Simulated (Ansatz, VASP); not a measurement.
C: VASP beside Ansatz

INCAR

```
ALGO = Normal
EDIFF = 1E-6
ENCUT = 520
GGA = PS
ISIF = 2
ISMEAR = 0
IVDW = 12
LASPH = True
LCHARG = False
LREAL = False
LWAVE = False
NBANDS = 11
NELM = 60
PREC = Accurate
SIGMA = 0.05
```

The input KPOINTS:

```
k-points
0
Gamma
  15 15 15
```

The input POSCAR:

```
C
1.0
    1.2291305633      0.7096388616      3.2835658809
   -1.2291305633      0.7096388616      3.2835658809
    0.0000000000     -1.4192777231      3.2835658809
C
2
Direct
    0.1680627004      0.1680627004      0.1539710257
    0.8319372996      0.8319372996      0.8460289743
```

Input for Ansatz:

```yaml
crystal:
  lattice:
    - [1.2291305633, 0.7096388616, 3.2835658809]
    - [-1.2291305633, 0.7096388616, 3.2835658809]
    - [0.0, -1.4192777231, 3.2835658809]
  atoms:
    - { symbol: C, position: [0.1680627004, 0.1680627004, 0.1539710257] }
    - { symbol: C, position: [0.8319372996, 0.8319372996, 0.8460289743] }
basis:
  ecutwfc: 520.0
kpoints:
  mp_grid: { grid: [15, 15, 15] }
hamiltonian:
  xc: pbesol
  dispersion: d3bj
scf:
  occupations: { method: gaussian, width: 0.05 }
output:
  forces: true
  stress: true
  eigenvalues: true
```

Change from the starting cell: mode 4 frozen in at -0.032 Å and mode 6 at +0.020 Å (largest displacements).

Alike in both runs: task single point; functional PBEsol; dispersion D3(BJ); k mesh 15 × 15 × 15; occupations gaussian, width 0.05 eV; no spin polarisation.

|  | VASP | Ansatz |
| --- | --- | --- |
| version | VASP 6.6.1 | Ansatz 0.2.0 |
| potentials or method | VASP PAW PBE potentials, release 64 (C), cutoff 520 eV | scalar-relativistic, plane waves, PAW |
| valence electrons in the cell | 8 | 8 |

```tsv
	VASP	Ansatz	Ansatz less VASP
gap on the k mesh at the Fermi level (eV)	0.44	0.44	-0.001
least direct gap on the mesh (eV)	0.44	0.44	-0.001
pressure (GPa)	1.1	0.4	-0.67
traceless stress, the component that is largest in VASP (GPa)	5.64	5.15	-0.490
rms of the force components (eV/Å)	1.348	1.346	-0.0018
```

VASP's potentials were made for PBE, not for PBEsol. Atom by atom the forces differ by 0.004 eV/Å (rms over components).
